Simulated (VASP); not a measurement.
# K3AlO2 (P-6m2) in VASP: notebook

The runs below take K3AlO2 through single point, with PBE.

Program: VASP 6.6.1. These are calculated values, not measurements. Logs are shortened: lines on timing, memory, paths and dates and some standing lists are left out, and cuts for length are marked.

**1. The cell of the first run**

Symmetry: P-6m2, No. 187, hexagonal system. The conventional cell has a = 4.684 Å, b = 4.684 Å, c = 6.760 Å, α = 90.00°, β = 90.00°, γ = 120.00°. Within 3.6 Å of K (site symmetry -6m2) lie 3 K at 2.70 Å and 6 O at 3.18 Å and 2 Al at 3.38 Å. K (site symmetry -6m2) has 3 Al at 2.70 Å and 6 O at 3.20 Å and 2 K at 3.38 Å within 3.6 Å. Within 3.6 Å of K (site symmetry -6m2) lie 5 K at 2.70 to 3.38 Å and 6 O at 3.18 Å. Within 3.6 Å of Al (site symmetry -6m2) lie 5 K at 2.70 to 3.38 Å and 6 O at 3.20 Å. Within 4.2 Å of O (site symmetry 3m) lie 9 K at 3.18 to 3.20 Å and 3 Al at 3.20 Å and 2 O at 3.35 to 3.41 Å.

The cell was generated, and may not be a known phase.

**2. Single point, PBE**

Input file INCAR:

```
SYSTEM = K3AlO2
PREC = Accurate ; ENCUT = 600
EDIFF = 1E-6 ; ISMEAR = 0
SIGMA = 0.1 ; LREAL = .FALSE.
LASPH = .TRUE. ; NELM = 120
ALGO = Normal ; ISIF = 2
LWAVE = .FALSE. ; LCHARG = .FALSE.
GGA = PE ; NBANDS = 30
GGA_COMPAT = .FALSE.
```

Input file KPOINTS:

```
regular mesh
0
G
  6 6 2
  0 0 0
```

Input file POSCAR:

```
K3AlO2
1.0
    4.6836044004      0.0000000000      0.0000000000
   -2.3418022002      4.0561203920      0.0000000000
    0.0000000000      0.0000000000      6.7599424602
K Al O
3 1 2
Direct
    0.0000000000      0.0000000000      0.5000000000
    0.3333333333      0.6666666667      0.0000000000
    0.3333333333      0.6666666667      0.5000000000
    0.0000000000      0.0000000000      0.0000000000
    0.6666666667      0.3333333333      0.2520375817
    0.6666666667      0.3333333333      0.7479624183
```

Potentials or basis: VASP PAW PBE potentials, release 64 (K_sv, Al, O).

Command:

```console
$ cat potpaw_PBE.64/K_sv/POTCAR potpaw_PBE.64/Al/POTCAR potpaw_PBE.64/O/POTCAR > POTCAR
$ mpirun -np 1 vasp_std > vasp.out
```

OUTCAR:

```text
SYSTEM = K3AlO2
   PREC = Accurate
   ENCUT = 600
   EDIFF = 1E-6
   ISMEAR = 0
   LREAL = .FALSE.
   LASPH = .TRUE.
   NELM = 120
   ISIF = 2
   GGA = PE

 ion  position               nearest neighbor table
   1  0.000  0.000  0.500-   3 2.70   3 2.70   3 2.70   4 3.38   4 3.38
   2  0.333  0.667  0.000-   4 2.70   4 2.70   4 2.70   3 3.38   3 3.38
   3  0.333  0.667  0.500-   1 2.70   1 2.70   1 2.70   2 3.38   2 3.38
   4  0.000  0.000  0.000-   2 2.70   2 2.70   2 2.70   1 3.38   1 3.38
   5  0.667  0.333  0.252-
   6  0.667  0.333  0.748-

  LATTYP: Found a hexagonal cell.
 ALAT       =     4.6836044004
 C/A-ratio  =     1.4433205460

  Lattice vectors:

 A1 = (   4.6836044004,   0.0000000000,   0.0000000000)
 A2 = (  -2.3418022002,   4.0561203920,   0.0000000000)
 A3 = (   0.0000000000,   0.0000000000,   6.7599424602)

Analysis of symmetry for initial positions (statically):
=====================================================================
 Subroutine PRICEL returns:
 Original cell was already a primitive cell.

 Routine SETGRP: Setting up the symmetry group for a
 hexagonal supercell.

 Subroutine GETGRP returns: Found 12 space group operations
 (whereof 12 operations were pure point group operations)
 out of a pool of 24 trial point group operations.

The static configuration has the point symmetry D_3h.

Analysis of symmetry for dynamics (positions and initial velocities):
=====================================================================
 Subroutine PRICEL returns:
 Original cell was already a primitive cell.

 Routine SETGRP: Setting up the symmetry group for a
 hexagonal supercell.

 Subroutine GETGRP returns: Found 12 space group operations
 (whereof 12 operations were pure point group operations)
 out of a pool of 24 trial point group operations.

The dynamic configuration has the point symmetry D_3h.

 Subroutine INISYM returns: Found 12 space group operations
 (whereof 12 operations are pure point group operations),
 and found     1 'primitive' translations

----------------------------------------------------------------------------------------

                                     Primitive cell

  volume of cell :     128.4204

  direct lattice vectors                    reciprocal lattice vectors
     4.683604400  0.000000000  0.000000000     0.213510774  0.123270503  0.000000000
    -2.341802200  4.056120392  0.000000000     0.000000000  0.246541006  0.000000000
     0.000000000  0.000000000  6.759942460     0.000000000  0.000000000  0.147930253

  length of vectors
     4.683604400  4.683604400  6.759942460     0.246541006  0.246541006  0.147930253

  position of ions in fractional coordinates (direct lattice)
     0.000000000  0.000000000  0.500000000
     0.333333333  0.666666667  0.000000000
     0.333333333  0.666666667  0.500000000
     0.000000000  0.000000000  0.000000000
     0.666666667  0.333333333  0.252037582
     0.666666667  0.333333333  0.747962418

  ion indices of the primitive-cell ions
   primitive index   ion index
                 1           1
                 2           2
                 3           3
                 4           4
                 5           5
                 6           6

----------------------------------------------------------------------------------------

 KPOINTS: regular mesh

Automatic generation of k-mesh.
 Grid dimensions read from file:
 generate k-points for:    6    6    2

 Generating k-lattice:

  Cartesian coordinates                     Fractional coordinates (reciprocal lattice)
     0.035585129  0.020545084  0.000000000     0.166666667  0.000000000  0.000000000
     0.000000000  0.041090168  0.000000000     0.000000000  0.166666667  0.000000000
     0.000000000  0.000000000  0.073965127     0.000000000  0.000000000  0.500000000

  Length of vectors
     0.041090168  0.041090168  0.073965127

  Shift w.r.t. Gamma in fractional coordinates (k-lattice)
     0.000000000  0.000000000  0.000000000

 Subroutine IBZKPT returns following result:
 ===========================================

 Found     14 irreducible k-points:

 Following reciprocal coordinates:
            Coordinates               Weight
  0.000000  0.000000  0.000000      1.000000
  0.166667  0.000000  0.000000      6.000000
  0.333333  0.000000  0.000000      6.000000
  0.500000  0.000000  0.000000      3.000000
  0.166667  0.166667  0.000000      6.000000
  0.333333  0.166667  0.000000     12.000000
  0.333333  0.333333  0.000000      2.000000
  0.000000  0.000000  0.500000      1.000000
  0.166667  0.000000  0.500000      6.000000
  0.333333  0.000000  0.500000      6.000000
  0.500000  0.000000  0.500000      3.000000
  0.166667  0.166667  0.500000      6.000000
  0.333333  0.166667  0.500000     12.000000
  0.333333  0.333333  0.500000      2.000000
   k-points           NKPTS =     14   k-points in BZ     NKDIM =     14   number of bands    NBANDS=     30
   number of dos      NEDOS =    301   number of ions     NIONS =      6
   total plane-waves  NPLWV =  86400
   dimension x,y,z NGX =    40 NGY =   40 NGZ =   54
   dimension x,y,z NGXF=    80 NGYF=   80 NGZF=  108
   ions per type =               3   1   2
   NGX,Y,Z   is equivalent  to a cutoff of  14.20, 14.20, 13.28 a.u.
   NGXF,Y,Z  is equivalent  to a cutoff of  28.40, 28.40, 26.56 a.u.
 SYSTEM =  K3AlO2
   PREC   = accura    normal or accurate (medium, high low for compatibility)
   ISTART =      0    job   : 0-new  1-cont  2-samecut
   ICHARG =      2    charge: 1-file 2-atom 10-const
   ISPIN  =      1    spin polarized calculation?
   LNONCOLLINEAR =      F non collinear calculations
   LSORBIT =      F    spin-orbit coupling
   LASPH  =      T    aspherical Exc in radial PAW
   ENCUT  =  600.0 eV  44.10 Ry    6.64 a.u.   9.35  9.35 13.50*2*pi/ulx,y,z
   NELM   =    120;   NELMIN=  2; NELMDL= -5     # of ELM steps
   EDIFF  = 0.1E-05   stopping-criterion for ELM
   LREAL  =      F    real-space projection
   EDIFFG = 0.1E-04   stopping-criterion for IOM
   NSW    =      0    number of steps for IOM
   IBRION =     -1    ionic relax: 0-MD 1-quasi-New 2-CG
   NFREE  =      0    steps in history (QN), initial steepest desc. (CG)
   ISIF   =      2    stress and relaxation
   ISYM   =      2    0-nonsym 1-usesym 2-fastsym
   POTIM  = 0.5000    time-step for ionic-motion
   TEBEG  =    0.0;   TEEND  =   0.0 temperature during run
   PSTRESS=    0.0 pullay stress
   NELECT =      42.0000    total number of electrons
   NUPDOWN=      -1.0000    fix difference up-down
   EMIN   =  10.00;   EMAX   =-10.00  energy-range for DOS
   EFERMI =   0.00;   METHOD = LEGACY
   ISMEAR =     0;   SIGMA  =   0.10  broadening in eV -4-tet -1-fermi 0-gaus
   EFERMI_NEDOS =   21; number of points for ismear=-14 and -15
   IALGO  =     38    algorithm
   IMIX   =      4    mixing-type and parameters
     AMIX     =   0.40;   BMIX     =  1.00
     AMIX_MAG =   1.60;   BMIX_MAG =  1.00
  volume/ion in A,a.u.               =      21.40       144.44
  Fermi-wavevector in a.u.,A,eV,Ry     =   1.127924  2.131468 17.309509  1.272213
  Thomas-Fermi vector in A             =   2.264612
   LORBIT       =      0    0 simple, 1 ext, 2 COOP (PROOUT), +10 PAW based schemes
   GGA     = PE    functional components
   LHFCALC =     F    Hartree Fock is set to
   AEXX    =    0.0000 exact exchange contribution
   IVDW    =     0    specifies the selected vdW correction
   LEPSILON=     F    determine dielectric tensor
   LRPA    =     F    only Hartree local field effects (RPA)
 non-spin polarized calculation
 Gauss-broadening in eV      SIGMA  =   0.10
  energy-cutoff  :      600.00
  volume of cell :      128.42
 maximum number of plane-waves:      4324
 NGX is ok and might be reduce to    40
   NGX = 19   NGY = 19   NGZ = 27

 number of electron      41.9999996 magnetization

 Free energy of the ion-electron system (eV)
  ---------------------------------------------------
  ext. energy  EPLUGINS =         0.00000000
  ---------------------------------------------------
  free energy    TOTEN  =       -16.59082789 eV

  energy without entropy =      -16.59008113  energy(sigma->0) =      -16.59045451

 E-fermi :   1.8928     XC(G=0):  -8.7411

 val. band max:        1.6954122681   @ k =   0.3333   0.0000   0.0000
 cond. band min:       1.9942899412   @ k =   0.0000   0.0000   0.5000
 fundamental gap:      0.2988776730
 Fermi energy:         1.8928188182

 k-point     1 :       0.0000    0.0000    0.0000
  band No.  band energies     occupation
      1     -30.2573      2.00000
      2     -29.3889      2.00000
      3     -29.1391      2.00000
      4     -14.2712      2.00000
      5     -14.2712      2.00000
      6     -13.9708      2.00000
[... 22 lines left out ...]
     29       8.0392      0.00000
     30       8.0397      0.00000

 k-point     2 :       0.1667    0.0000    0.0000
  band No.  band energies     occupation
      1     -30.2147      2.00000
      2     -29.4386      2.00000
      3     -29.1380      2.00000
      4     -14.3219      2.00000
      5     -14.2013      2.00000
      6     -13.9048      2.00000
[... 22 lines left out ...]
     29       7.2884      0.00000
     30       7.5922      0.00000

 k-point     3 :       0.3333    0.0000    0.0000
  band No.  band energies     occupation
      1     -30.1076      2.00000
      2     -29.5601      2.00000
      3     -29.1357      2.00000
      4     -14.4140      2.00000
      5     -14.1212      2.00000
      6     -13.7319      2.00000
[... 22 lines left out ...]
     29       6.8732      0.00000
     30       7.1425      0.00000

 k-point     4 :       0.5000    0.0000    0.0000
  band No.  band energies     occupation
      1     -30.0305      2.00000
      2     -29.6444      2.00000
      3     -29.1346      2.00000
      4     -14.4563      2.00000
      5     -14.1228      2.00000
      6     -13.5797      2.00000
[... 286 lines left out ...]
     29       7.0204      0.00000
     30       7.0505      0.00000

 k-point    13 :       0.3333    0.1667    0.5000
  band No.  band energies     occupation
      1     -30.0295      2.00000
      2     -29.6440      2.00000
      3     -29.1363      2.00000
      4     -14.5682      2.00000
      5     -13.8470      2.00000
      6     -13.5957      2.00000
[... 22 lines left out ...]
     29       6.9429      0.00000
     30       7.2762      0.00000

 k-point    14 :       0.3333    0.3333    0.5000
  band No.  band energies     occupation
      1     -29.9741      2.00000
      2     -29.7030      2.00000
      3     -29.1357      2.00000
      4     -14.6612      2.00000
      5     -13.5234      2.00000
      6     -13.4911      2.00000
[... 22 lines left out ...]
     29       6.9165      0.00000
     30       7.3796      0.00000

------------------------ aborting loop because EDIFF is reached ----------------------------------------

  FORCE on cell =-STRESS in cart. coord.  units (eV):
  Direction    XX          YY          ZZ          XY          YZ          ZX
  --------------------------------------------------------------------------------------
  -------------------------------------------------------------------------------------
  Total        0.2395088      0.2395088     -0.1028017      0.0000000      0.0000000      0.0000000
  in kB        2.9881203      2.9881203     -1.2825569      0.0000000      0.0000000      0.0000000
  external PRESSURE =       1.5645612 kB  Pullay stress =       0.0000000 kB

 VOLUME and BASIS-vectors are now :
 -----------------------------------------------------------------------------
  energy-cutoff  :      600.00
  volume of cell :      128.42
      direct lattice vectors                 reciprocal lattice vectors
     4.683604400  0.000000000  0.000000000     0.213510774  0.123270503  0.000000000
    -2.341802200  4.056120392  0.000000000     0.000000000  0.246541006  0.000000000
     0.000000000  0.000000000  6.759942460     0.000000000  0.000000000  0.147930253

 POSITION                                       TOTAL-FORCE (eV/Angst)
 -----------------------------------------------------------------------------------
      0.00000      0.00000      3.37997        -0.000000     -0.000000      0.000000
     -0.00000      2.70408      0.00000        -0.000000      0.000000      0.000000
     -0.00000      2.70408      3.37997        -0.000000     -0.000000      0.000000
      0.00000      0.00000      0.00000        -0.000000     -0.000000      0.000000
      2.34180      1.35204      1.70376         0.000000     -0.000000      0.002178
      2.34180      1.35204      5.05618         0.000000     -0.000000     -0.002178
 -----------------------------------------------------------------------------------
    total drift:                               -0.000000      0.000000      0.000000

  FREE ENERGIE OF THE ION-ELECTRON SYSTEM (eV)
  ---------------------------------------------------
  free  energy   TOTEN  =       -16.5908278920 eV

  energy  without entropy=      -16.5900811314  energy(sigma->0) =      -16.59045451
```

Wall time 2.4 min (1 thread of Intel Xeon 8259CL, shared host); peak memory 0.31 GiB.

Results:

* Free energy: -16.5908 eV
* Pressure: 0.2 GPa
* Band gap on the k mesh: 0.30 eV (least direct gap 0.47 eV)

Forces on the atoms (eV/Å):
```
K    0.000  0.000  0.000
K    0.000  0.000  0.000
K    0.000  0.000  0.000
Al   0.000  0.000  0.000
O    0.000  0.000  0.002
O    0.000  0.000 -0.002
```

Stress tensor (GPa, compression positive):
```
 0.30  0.00  0.00
 0.00  0.30  0.00
 0.00  0.00 -0.13
```

Caveat: the k points lie up to 0.46 Å⁻¹ apart; semilocal functionals underestimate gaps, and a narrow one can read as zero. A k mesh can miss the band edges.

**3. Single point, PBE**

This run uses another cell than the first one, of 23.39 Å³/atom.

Input file INCAR:

```
SYSTEM = K3AlO2
  PREC = Accurate
  ENCUT = 600
  EDIFF = 1E-6
  ISMEAR = 0
  SIGMA = 0.1
  LREAL = .False.
  LASPH = .True.
  NELM = 120
  ALGO = Normal
  ISIF = 2
  LWAVE = .False.
  LCHARG = .False.
  GGA = PE
  NBANDS = 30
  GGA_COMPAT = .False.
```

Input file KPOINTS:

```
regular mesh
0
Gamma
  6 6 2
  0 0 0
```

Input file POSCAR:

```
K3AlO2
1.0
    4.3253432600      0.0000000000      0.0000000000
   -2.1626716300      3.7458571400      0.0000000000
    0.0000000000      0.0000000000      8.6630266100
K Al O
3 1 2
Direct
    0.0000000000      0.0000000000      0.5000000000
    0.3333333300      0.6666666700      0.0000000000
    0.3333333300      0.6666666700      0.5000000000
    0.0000000000      0.0000000000      0.0000000000
    0.6666666700      0.3333333300      0.2376510100
    0.6666666700      0.3333333300      0.7623489900
```

Potentials or basis: VASP PAW PBE potentials, release 64 (K_sv, Al, O).

Command:

```console
$ cat potpaw_PBE.64/K_sv/POTCAR potpaw_PBE.64/Al/POTCAR potpaw_PBE.64/O/POTCAR > POTCAR
$ mpirun -np 1 vasp_std > vasp.out
```

It took 2.5 min on 1 thread of Intel Xeon 8259CL, shared host; peak memory 0.31 GiB.

The run converged. Its results:

- Free energy: -13.3526 eV
- Pressure: 3.4 GPa
- Largest force: 0.400 eV/Å
- Band gap on the k mesh: 1.27 eV (least direct gap 1.39 eV)

Forces on the atoms (eV/Å):
```
K    0.000  0.000  0.000
K    0.000  0.000  0.000
K    0.000  0.000  0.000
Al   0.000  0.000  0.000
O    0.000  0.000  0.400
O    0.000  0.000 -0.400
```

Stress tensor (GPa, compression positive):
```
 14.99   0.00   0.00
  0.00  14.99   0.00
  0.00   0.00 -19.76
```

Levels at points of the mesh, in eV from the valence-band top:
| k point | band 18 | band 19 | band 20 | band 21 | band 22 | band 23 | band 24 | band 25 |
| --- | --- | --- | --- | --- | --- | --- | --- | --- |
| (0.00, 0.00, 0.00) | -0.35 | -0.35 | -0.16 | -0.16 | 2.06 | 2.23 | 2.23 | 2.57 |
| (0.50, 0.00, 0.00) | -0.56 | -0.44 | -0.36 | -0.36 | 1.67 | 2.52 | 2.97 | 3.81 |
| (0.00, 0.00, 0.50) | -0.35 | -0.16 | -0.16 | -0.13 | 1.27 | 2.23 | 2.23 | 2.93 |
| (0.50, 0.00, 0.50) | -0.84 | -0.45 | -0.34 | -0.22 | 2.07 | 2.31 | 2.79 | 3.83 |

Caveat: the stress differs along the axes, from -20 to 15 GPa.

(Continued in part 2 of 2.)
